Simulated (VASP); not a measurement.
A run of VASP 6.6.1 is set up as follows.

The input INCAR:

```
ALGO = Normal
EDIFF = 1E-6
EDIFFG = -0.005
ENCUT = 600
GGA = PE
IBRION = 2
ISIF = 3
ISMEAR = -1
LASPH = True
LCHARG = False
LREAL = False
LWAVE = False
NELM = 80
NSW = 60
PREC = Accurate
PSTRESS = 370.0
SIGMA = 0.1
```

KPOINTS

```
k-points
0
Gamma
  15 15 15
```

POSCAR

```
ZnS
1.0
    0.0000000000      2.3489954915      2.3489954915
    2.3489954915      0.0000000000      2.3489954915
    2.3489954915      2.3489954915      0.0000000000
Zn S
1 1
Direct
    0.0000000000      0.0000000000      0.0000000000
    0.5000000000      0.5000000000      0.5000000000
```

Potentials or basis: VASP PAW PBE potentials, release 64 (Zn, S).

Run with:

```bash
$ cat potpaw_PBE.64/Zn/POTCAR potpaw_PBE.64/S/POTCAR > POTCAR
$ mpirun -np 1 vasp_std > vasp.out
```

Question: Estimate the relaxed volume.

Answer: 13.01 Å³/atom.

Question: Predict the band gap on the k mesh.

Answer: Zero (bands 9 and 10 overlap by 0.34 eV).

Step by step:
| step | energy change (eV) | largest force (eV/Å) | pressure (GPa) | volume (Å³) |
| --- | --- | --- | --- | --- |
| 1 | 0.0000 | 0.0000 | 37.86 | 25.92 |
| 2 | -0.0596 | 0.0000 | 35.41 | 26.18 |
| 3 | -0.0224 | 0.0000 | 36.94 | 26.02 |
| 4 | -0.0208 | 0.0000 | 37.08 | 26.01 |
| 5 | -0.0217 | 0.0000 | 36.99 | 26.02 |

Caveat: the cell is relaxed towards a set pressure, so the run minimises the enthalpy, not the energy; semilocal functionals underestimate gaps, so a narrow gap can read as zero.
